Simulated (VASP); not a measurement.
# P in VASP: further runs

Runs on P. Level: PBEsol. Tasks: single point.

Everything below comes from runs of VASP 6.6.1. Logs are shortened: lines on timing, memory, paths and dates and some standing lists are left out, and cuts for length are marked.

**1. The cell of the first run**

The cell holds a slab with vacuum, 4 atoms: a = 3.137 Å, b = 33.305 Å, c = 4.237 Å, α = 90.00°, β = 90.00°, γ = 90.00°.

**2. Single point, PBEsol (equal strain along all axes, cell held: -4.5 %, then relaxed in part)**

INCAR reads:

```
SYSTEM = P
PREC = Accurate ; ENCUT = 520
EDIFF = 1E-7 ; ISMEAR = 0
SIGMA = 0.02 ; LREAL = .False.
LASPH = .True. ; NELM = 60
ALGO = Normal ; ISIF = 2
LWAVE = .False. ; LCHARG = .False.
GGA = PS ; NBANDS = 18
```

KPOINTS reads:

```
Automatic mesh
0
Gamma
  8 1 6
  0 0 0
```

POSCAR reads:

```
P
1.0
    3.1365705754      0.0000000000      0.0000000000
    0.0000000000     33.3053841575      0.0000000000
    0.0000000000      0.0000000000      4.2372491491
P
4
Direct
    0.0000000000      0.9677808589      0.5724238033
    0.0000000000      0.0322191411      0.4275761967
    0.5000000000      0.0322191411      0.0724238033
    0.5000000000      0.9677808589      0.9275761967
```

Potentials or basis: VASP PAW PBE potentials, release 64 (P).

Command:

```sh
$ cat potpaw_PBE.64/P/POTCAR > POTCAR
$ mpirun -np 1 vasp_std > vasp.out
```

OUTCAR:

```text
SYSTEM = P
   PREC = Accurate
   ENCUT = 520
   EDIFF = 1E-7
   ISMEAR = 0
   LREAL = .False.
   LASPH = .True.
   NELM = 60
   ISIF = 2
   GGA = PS

 ion  position               nearest neighbor table
   1  0.000  0.968  0.572-   4 2.17   4 2.17   2 2.23
   2  0.000  0.032  0.428-   3 2.17   3 2.17   1 2.23
   3  0.500  0.032  0.072-   2 2.17   2 2.17   4 2.23
   4  0.500  0.968  0.928-   1 2.17   1 2.17   3 2.23

  LATTYP: Found a simple orthorhombic cell.
 ALAT       =     3.1365705754
 B/A-ratio  =     1.3509178408
 C/A-ratio  =    10.6184073838

  Lattice vectors:

 A1 = (  -3.1365705754,   0.0000000000,   0.0000000000)
 A2 = (   0.0000000000,   0.0000000000,   4.2372491491)
 A3 = (   0.0000000000,  33.3053841575,   0.0000000000)

Analysis of symmetry for initial positions (statically):
=====================================================================
 Subroutine PRICEL returns:
 Original cell was already a primitive cell.

 Routine SETGRP: Setting up the symmetry group for a
 simple orthorhombic supercell.

 Subroutine GETGRP returns: Found  8 space group operations
 (whereof  4 operations were pure point group operations)
 out of a pool of  8 trial point group operations.

The static configuration has the point symmetry C_2h.
 The point group associated with its full space group is D_2h.

Analysis of symmetry for dynamics (positions and initial velocities):
=====================================================================
 Subroutine PRICEL returns:
 Original cell was already a primitive cell.

 Routine SETGRP: Setting up the symmetry group for a
 simple orthorhombic supercell.

 Subroutine GETGRP returns: Found  8 space group operations
 (whereof  4 operations were pure point group operations)
 out of a pool of  8 trial point group operations.

The dynamic configuration has the point symmetry C_2h.
 The point group associated with its full space group is D_2h.

 Subroutine INISYM returns: Found  8 space group operations
 (whereof  4 operations are pure point group operations),
 and found     1 'primitive' translations

----------------------------------------------------------------------------------------

                                     Primitive cell

  volume of cell :     442.6429

  direct lattice vectors                    reciprocal lattice vectors
     3.136570575  0.000000000  0.000000000     0.318819544  0.000000000  0.000000000
     0.000000000 33.305384158  0.000000000     0.000000000  0.030025175  0.000000000
     0.000000000  0.000000000  4.237249149     0.000000000  0.000000000  0.236002171

  length of vectors
     3.136570575 33.305384158  4.237249149     0.318819544  0.030025175  0.236002171

  position of ions in fractional coordinates (direct lattice)
     0.000000000  0.967780859  0.572423803
     0.000000000  0.032219141  0.427576197
     0.500000000  0.032219141  0.072423803
     0.500000000  0.967780859  0.927576197

  ion indices of the primitive-cell ions
   primitive index   ion index
                 1           1
                 2           2
                 3           3
                 4           4

----------------------------------------------------------------------------------------

 KPOINTS: Automatic mesh

Automatic generation of k-mesh.
 Grid dimensions read from file:
 generate k-points for:    8    1    6

 Generating k-lattice:

  Cartesian coordinates                     Fractional coordinates (reciprocal lattice)
     0.039852443  0.000000000  0.000000000     0.125000000  0.000000000  0.000000000
     0.000000000  0.030025175  0.000000000     0.000000000  1.000000000  0.000000000
     0.000000000  0.000000000  0.039333695     0.000000000  0.000000000  0.166666667

  Length of vectors
     0.039852443  0.030025175  0.039333695

  Shift w.r.t. Gamma in fractional coordinates (k-lattice)
     0.000000000  0.000000000  0.000000000

 Subroutine IBZKPT returns following result:
 ===========================================

 Found     20 irreducible k-points:

 Following reciprocal coordinates:
            Coordinates               Weight
  0.000000  0.000000  0.000000      1.000000
  0.125000  0.000000  0.000000      2.000000
  0.250000  0.000000  0.000000      2.000000
  0.375000  0.000000  0.000000      2.000000
  0.500000  0.000000  0.000000      1.000000
  0.000000  0.000000  0.166667      2.000000
[... 12 lines left out ...]
  0.375000  0.000000  0.500000      2.000000
  0.500000  0.000000  0.500000      1.000000
   k-points           NKPTS =     20   k-points in BZ     NKDIM =     20   number of bands    NBANDS=     18
   number of dos      NEDOS =    301   number of ions     NIONS =      4
   total plane-waves  NPLWV = 192000
   dimension x,y,z NGX =    24 NGY =  250 NGZ =   32
   dimension x,y,z NGXF=    48 NGYF=  500 NGZF=   64
   ions per type =               4
   NGX,Y,Z   is equivalent  to a cutoff of  12.72, 12.48, 12.56 a.u.
   NGXF,Y,Z  is equivalent  to a cutoff of  25.44, 24.96, 25.11 a.u.
 SYSTEM =  P
   PREC   = accura    normal or accurate (medium, high low for compatibility)
   ISTART =      0    job   : 0-new  1-cont  2-samecut
   ICHARG =      2    charge: 1-file 2-atom 10-const
   ISPIN  =      1    spin polarized calculation?
   LNONCOLLINEAR =      F non collinear calculations
   LSORBIT =      F    spin-orbit coupling
   LASPH  =      T    aspherical Exc in radial PAW
   ENCUT  =  520.0 eV  38.22 Ry    6.18 a.u.   5.83 61.93  7.88*2*pi/ulx,y,z
   NELM   =     60;   NELMIN=  2; NELMDL= -5     # of ELM steps
   EDIFF  = 0.1E-06   stopping-criterion for ELM
   LREAL  =      F    real-space projection
   EDIFFG = 0.1E-05   stopping-criterion for IOM
   NSW    =      0    number of steps for IOM
   IBRION =     -1    ionic relax: 0-MD 1-quasi-New 2-CG
   NFREE  =      0    steps in history (QN), initial steepest desc. (CG)
   ISIF   =      2    stress and relaxation
   ISYM   =      2    0-nonsym 1-usesym 2-fastsym
   POTIM  = 0.5000    time-step for ionic-motion
   TEBEG  =    0.0;   TEEND  =   0.0 temperature during run
   PSTRESS=    0.0 pullay stress
   NELECT =      20.0000    total number of electrons
   NUPDOWN=      -1.0000    fix difference up-down
   EMIN   =  10.00;   EMAX   =-10.00  energy-range for DOS
   EFERMI =   0.00;   METHOD = LEGACY
[... 30 lines left out ...]
  free energy    TOTEN  =       -22.65048332 eV

  energy without entropy =      -22.65048332  energy(sigma->0) =      -22.65048332

 E-fermi :  -2.7456     XC(G=0):  -1.9604

 val. band max:       -2.8176798385   @ k =   0.0000   0.0000   0.3333
 cond. band min:      -2.6754125063   @ k =   0.0000   0.0000   0.0000
 fundamental gap:      0.1422673322
 Fermi energy:        -2.7456143629

 k-point     1 :       0.0000    0.0000    0.0000
  band No.  band energies     occupation
      1     -18.6665      2.00000
      2     -15.9111      2.00000
      3     -11.6778      2.00000
      4      -9.1515      2.00000
      5      -8.2594      2.00000
      6      -7.2475      2.00000
[... 10 lines left out ...]
     17       1.8978      0.00000
     18       2.0569      0.00000

 k-point     2 :       0.1250    0.0000    0.0000
  band No.  band energies     occupation
      1     -18.4548      2.00000
      2     -15.6943      2.00000
      3     -11.7594      2.00000
      4      -8.9753      2.00000
      5      -8.0637      2.00000
      6      -7.3653      2.00000
[... 10 lines left out ...]
     17       2.1382      0.00000
     18       2.2831      0.00000

 k-point     3 :       0.2500    0.0000    0.0000
  band No.  band energies     occupation
      1     -17.8249      2.00000
      2     -15.0468      2.00000
      3     -12.3729      2.00000
      4      -8.6624      2.00000
      5      -8.4770      2.00000
      6      -8.2655      2.00000
[... 10 lines left out ...]
     17       2.3052      0.00000
     18       2.8532      0.00000

 k-point     4 :       0.3750    0.0000    0.0000
  band No.  band energies     occupation
      1     -16.7952      2.00000
      2     -13.9779      2.00000
      3     -13.8028      2.00000
      4     -10.6812      2.00000
      5      -8.1992      2.00000
      6      -7.8207      2.00000
[... 10 lines left out ...]
     17       3.3678      0.00000
     18       3.4460      0.00000

 k-point     5 :       0.5000    0.0000    0.0000
  band No.  band energies     occupation
      1     -15.4119      2.00000
      2     -15.4119      2.00000
      3     -12.5074      2.00000
      4     -12.5074      2.00000
      5      -7.6585      2.00000
      6      -7.6585      2.00000
[... 10 lines left out ...]
     17       3.9428      0.00000
     18       3.9428      0.00000

 k-point     6 :       0.0000    0.0000    0.1667
  band No.  band energies     occupation
      1     -18.4920      2.00000
      2     -16.0087      2.00000
      3     -12.1929      2.00000
      4      -9.6980      2.00000
      5      -7.6155      2.00000
      6      -7.2454      2.00000
[... 10 lines left out ...]
     17       2.1290      0.00000
     18       2.3438      0.00000

 k-point     7 :       0.1250    0.0000    0.1667
  band No.  band energies     occupation
      1     -18.2813      2.00000
      2     -15.7962      2.00000
      3     -12.1629      2.00000
      4      -9.5510      2.00000
      5      -7.7338      2.00000
      6      -7.5265      2.00000
[... 10 lines left out ...]
     17       1.9759      0.00000
     18       2.3690      0.00000

 k-point     8 :       0.2500    0.0000    0.1667
  band No.  band energies     occupation
      1     -17.6550      2.00000
      2     -15.1693      2.00000
      3     -12.4121      2.00000
      4      -9.3957      2.00000
      5      -8.9523      2.00000
      6      -8.0449      2.00000
[... 10 lines left out ...]
     17       2.7443      0.00000
     18       3.0477      0.00000
[... 145 lines left out ...]
     17       3.1599      0.00000
     18       3.1599      0.00000

 k-point    16 :       0.0000    0.0000    0.5000
  band No.  band energies     occupation
      1     -17.2373      2.00000
      2     -17.2373      2.00000
      3     -12.0386      2.00000
      4     -12.0386      2.00000
      5      -6.4816      2.00000
      6      -6.4816      2.00000
[... 10 lines left out ...]
     17       3.3514      0.00000
     18       3.3514      0.00000

 k-point    17 :       0.1250    0.0000    0.5000
  band No.  band energies     occupation
      1     -17.0332      2.00000
      2     -17.0332      2.00000
      3     -11.8855      2.00000
      4     -11.8855      2.00000
      5      -6.5777      2.00000
      6      -6.5777      2.00000
[... 10 lines left out ...]
     17       3.5862      0.00000
     18       3.5862      0.00000

 k-point    18 :       0.2500    0.0000    0.5000
  band No.  band energies     occupation
      1     -16.4347      2.00000
      2     -16.4347      2.00000
      3     -11.5739      2.00000
      4     -11.5739      2.00000
      5      -8.5963      2.00000
      6      -8.5963      2.00000
[... 10 lines left out ...]
     17       4.1749      0.00000
     18       4.1758      0.00000

 k-point    19 :       0.3750    0.0000    0.5000
  band No.  band energies     occupation
      1     -15.5167      2.00000
      2     -15.5167      2.00000
      3     -12.0206      2.00000
      4     -12.0206      2.00000
      5      -9.2404      2.00000
      6      -9.2404      2.00000
[... 10 lines left out ...]
     17       4.3892      0.00000
     18       4.3892      0.00000

 k-point    20 :       0.5000    0.0000    0.5000
  band No.  band energies     occupation
      1     -14.8084      2.00000
      2     -14.8084      2.00000
      3     -12.8470      2.00000
      4     -12.8470      2.00000
      5      -8.2646      2.00000
      6      -8.2646      2.00000
[... 10 lines left out ...]
     17       3.1304      0.00000
     18       3.1304      0.00000

------------------------ aborting loop because EDIFF is reached ----------------------------------------

  FORCE on cell =-STRESS in cart. coord.  units (eV):
  Direction    XX          YY          ZZ          XY          YZ          ZX
  --------------------------------------------------------------------------------------
  -------------------------------------------------------------------------------------
  Total        6.0952728     -0.0805969      2.3009357      0.0000000      0.0000000      0.0000000
  in kB       22.0622712     -0.2917261      8.3283995      0.0000000      0.0000000      0.0000000
  external PRESSURE =      10.0329815 kB  Pullay stress =       0.0000000 kB

 VOLUME and BASIS-vectors are now :
 -----------------------------------------------------------------------------
  energy-cutoff  :      520.00
  volume of cell :      442.64
      direct lattice vectors                 reciprocal lattice vectors
     3.136570575  0.000000000  0.000000000     0.318819544  0.000000000  0.000000000
     0.000000000 33.305384158  0.000000000     0.000000000  0.030025175  0.000000000
     0.000000000  0.000000000  4.237249149     0.000000000  0.000000000  0.236002171

 POSITION                                       TOTAL-FORCE (eV/Angst)
 -----------------------------------------------------------------------------------
      0.00000     32.23231      2.42550         0.000000      0.015138      0.023425
      0.00000      1.07307      1.81175         0.000000     -0.015138     -0.023425
      1.56829      1.07307      0.30688         0.000000     -0.015138      0.023425
      1.56829     32.23231      3.93037         0.000000      0.015138     -0.023425
 -----------------------------------------------------------------------------------
    total drift:                               -0.000000      0.000000     -0.000000

  FREE ENERGIE OF THE ION-ELECTRON SYSTEM (eV)
  ---------------------------------------------------
  free  energy   TOTEN  =       -22.6504833238 eV

  energy  without entropy=      -22.6504833217  energy(sigma->0) =      -22.65048332
```

It took 6.2 min on 1 thread of Oxide Virtual Turin-like, shared host; peak memory 0.44 GiB.

What came out:

```
Free energy            : -22.6505 eV
Largest force          : 0.028 eV/Å
Band gap on the k mesh : 0.14 eV (least direct gap 0.17 eV)
```

Forces on the atoms (eV/Å):
```
P    0.000  0.015  0.023
P    0.000 -0.015 -0.023
P    0.000 -0.015  0.023
P    0.000  0.015 -0.023
```

Levels at points of the mesh, in eV from the valence-band top:
| k point | band 7 | band 8 | band 9 | band 10 | band 11 | band 12 | band 13 | band 14 |
| --- | --- | --- | --- | --- | --- | --- | --- | --- |
| (0.00, 0.00, 0.00) | -3.12 | -2.63 | -1.32 | -0.03 | 0.14 | 1.93 | 3.46 | 4.15 |
| (0.50, 0.00, 0.00) | -2.90 | -2.90 | -2.22 | -2.22 | 1.07 | 1.07 | 1.37 | 1.37 |
| (0.00, 0.00, 0.50) | -2.08 | -2.08 | -0.65 | -0.65 | 2.48 | 2.48 | 3.56 | 3.56 |
| (0.50, 0.00, 0.50) | -5.43 | -5.43 | -1.64 | -1.64 | 2.25 | 2.25 | 4.79 | 4.79 |

Caveat: the cell differs from its parent crystal (equal strain along all axes, cell held: -4.5 %, then relaxed in part); there is no dipole correction, which matters where the two faces differ; the PAW data sets were made with another functional, which shifts forces and pressure a little.

**3. Single point, PBEsol (equal strain along all axes, cell held: -3.0 %, then relaxed in part)**

INCAR reads:

```
SYSTEM = P
PREC     = Accurate       ! precision mode
ENCUT    = 520            ! plane-wave cutoff, eV
EDIFF    = 1E-6           ! SCF threshold, eV
ISMEAR   = 0              ! smearing method
SIGMA    = 0.02           ! smearing width, eV
LREAL    = .FALSE.        ! projectors in reciprocal space
LASPH    = .TRUE.         ! aspherical terms in the spheres
NELM     = 100            ! most SCF steps
ALGO     = Normal         ! electronic algorithm
ISIF     = 2              ! what is computed and relaxed
LWAVE    = .FALSE.        ! write WAVECAR
LCHARG   = .FALSE.        ! write CHGCAR
GGA      = PS             ! functional
NBANDS   = 18             ! bands
```

KPOINTS reads:

```
Automatic mesh
0
G
  8 1 6
  0 0 0
```

POSCAR reads:

```
P
1.0
    3.1858360818      0.0000000000      0.0000000000
    0.0000000000     33.8285053746      0.0000000000
    0.0000000000      0.0000000000      4.3038028007
P
4
Direct
    0.0000000000      0.9684277823      0.5759091803
    0.0000000000      0.0315722177      0.4240908197
    0.5000000000      0.0315722177      0.0759091803
    0.5000000000      0.9684277823      0.9240908197
```

Potentials or basis: VASP PAW PBE potentials, release 64 (P).

Command:

```sh
$ cat potpaw_PBE.64/P/POTCAR > POTCAR
$ mpirun -np 1 vasp_std > vasp.out
```

Wall time 4.2 min (1 thread of Oxide Virtual Turin-like, shared host); peak memory 0.46 GiB.

The run converged. Its results:

* Free energy: -22.7592 eV
* Largest force: 0.025 eV/Å
* Band gap on the k mesh: 0.37 eV

Forces in eV/Å, atoms in the order of the input:
```
P    0.000  0.015  0.020
P    0.000 -0.015 -0.020
P    0.000 -0.015  0.020
P    0.000  0.015 -0.020
```

Levels at points of the mesh, in eV from the valence-band top:
```tsv
k point	band 7	band 8	band 9	band 10	band 11	band 12	band 13	band 14
(0.00, 0.00, 0.00)	-3.22	-2.35	-1.44	0.00	0.37	1.82	3.25	3.96
(0.50, 0.00, 0.00)	-2.83	-2.83	-2.15	-2.15	1.16	1.16	1.58	1.58
(0.00, 0.00, 0.50)	-2.23	-2.23	-0.77	-0.77	2.43	2.43	3.56	3.56
(0.50, 0.00, 0.50)	-5.23	-5.23	-1.50	-1.50	2.33	2.33	4.62	4.62
```

Caveat: the cell differs from its parent crystal (equal strain along all axes, cell held: -3.0 %, then relaxed in part); there is no dipole correction, which matters where the two faces differ; the PAW data sets were made with another functional, which shifts forces and pressure a little.

**4. Single point, PBEsol (equal strain along all axes, cell held: -1.5 %, then relaxed in part)**

INCAR reads:

```
  PREC = Accurate
  ENCUT = 520
  EDIFF = 1E-6
  ISMEAR = 0
  SIGMA = 0.02
  LREAL = False
  LASPH = True
  NELM = 80
  ALGO = Normal
  ISIF = 2
  LWAVE = False
  LCHARG = True
  GGA = PS
  LELF = True
  LVHAR = True
  NBANDS = 18
```

KPOINTS reads:

```
Automatic mesh
0
Gamma
  8 1 6
```

POSCAR reads:

```
P
1.0
    3.2351015882      0.0000000000      0.0000000000
    0.0000000000     34.3516265917      0.0000000000
    0.0000000000      0.0000000000      4.3703564522
P
4
Direct
    0.0000000000      0.9690649214      0.5792952612
    0.0000000000      0.0309350786      0.4207047388
    0.5000000000      0.0309350786      0.0792952612
    0.5000000000      0.9690649214      0.9207047388
```

Command:

```sh
$ cat potpaw_PBE.64/P/POTCAR > POTCAR
$ mpirun -np 1 vasp_std > vasp.out
```

Wall time 4.8 min (1 thread of Oxide Virtual Turin-like, shared host); peak memory 0.5 GiB.

It converged, with:

| Property | Result |
| --- | --- |
| Free energy | -22.8208 eV |
| Largest force | 0.023 eV/Å |
| Band gap on the k mesh | 0.55 eV |

Forces in eV/Å, atoms in the order of the input:
```
P    0.000  0.015  0.018
P    0.000 -0.015 -0.018
P    0.000 -0.015  0.018
P    0.000  0.015 -0.018
```

Levels at points of the mesh, in eV from the valence-band top:
```
           k point  band 6  band 7  band 8  band 9  band 10  band 11  band 12  band 13  band 14  band 15
(0.00, 0.00, 0.00)   -4.48   -3.34   -2.12   -1.59     0.00     0.55     1.67     2.99     3.71     4.34
(0.50, 0.00, 0.00)   -4.85   -2.79   -2.79   -2.10    -2.10     1.20     1.20     1.74     1.74     3.48
(0.00, 0.00, 0.50)   -3.29   -2.39   -2.39   -0.92    -0.92     2.28     2.28     3.57     3.57     3.58
(0.50, 0.00, 0.50)   -5.16   -5.07   -5.07   -1.40    -1.40     2.36     2.36     4.42     4.42     5.73
```

Caveat: the cell differs from its parent crystal (equal strain along all axes, cell held: -1.5 %, then relaxed in part); there is no dipole correction, which matters where the two faces differ; the PAW data sets were made with another functional, which shifts forces and pressure a little.

**5. The runs side by side**

```tsv
cell	gap on the mesh (eV)	largest force (eV/Å)
a = 3.137, b = 33.305, c = 4.237 Å, 4 atoms, atomic positions A	0.14	0.03
a = 3.186, b = 33.829, c = 4.304 Å, 4 atoms, atomic positions B	0.37	0.03
a = 3.235, b = 34.352, c = 4.370 Å, 4 atoms, atomic positions C	0.55	0.02
```

Alike in all rows: task single point; level PBEsol; potentials or basis VASP PAW PBE potentials, release 64 (P); no spin polarisation; k mesh 8 × 1 × 6; cutoff (eV) 520; smearing gaussian 0.02 eV.

Caveats: there is no dipole correction, which matters where the two faces differ; the PAW data sets were made with another functional, which shifts forces and pressure a little.

Absolute energies hang on the potentials; compare differences alone.
